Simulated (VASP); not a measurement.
Here is a VASP 6.6.1 calculation.

File INCAR:

```
ALGO     = Fast           # electronic algorithm
EDIFF    = 1E-7           # SCF threshold, eV
ENCUT    = 520            # plane-wave cutoff, eV
GGA      = PE             # functional
ISIF     = 2              # what is computed and relaxed
ISMEAR   = 0              # smearing method
LASPH    = True           # aspherical terms in the spheres
LCHARG   = False          # write CHGCAR
LREAL    = False          # projectors in reciprocal space
LWAVE    = False          # write WAVECAR
NBANDS   = 26             # bands
NELM     = 100            # most SCF steps
PREC     = Accurate       # precision mode
SIGMA    = 0.1            # smearing width, eV
```

KPOINTS

```
k-points
0
Gamma
  6 6 6
```

POSCAR

```
Rb3Sr
1.0
    7.1596903702      0.0000000000      0.0000000000
    0.0000000000      7.1596903702      0.0000000000
    0.0000000000      0.0000000000      7.1596903702
Rb Sr
3 1
Direct
    0.5000000000      0.0000000000      0.0000000000
    0.0000000000      0.5000000000      0.0000000000
    0.0000000000      0.0000000000      0.5000000000
    0.5000000000      0.5000000000      0.5000000000
```

Potentials or basis: VASP PAW PBE potentials, release 64 (Rb_sv, Sr_sv).

Launch:

```console
$ cat potpaw_PBE.64/Rb_sv/POTCAR potpaw_PBE.64/Sr_sv/POTCAR > POTCAR
$ mpirun -np 1 vasp_std > vasp.out
```

Q: Predict the band gap on the k mesh.

A: Zero (an odd number of electrons rules out a gap without spin polarisation).

Q: Predict the pressure.

A: -0.4 GPa.

Caveat: the cell differs from its parent crystal (strained).
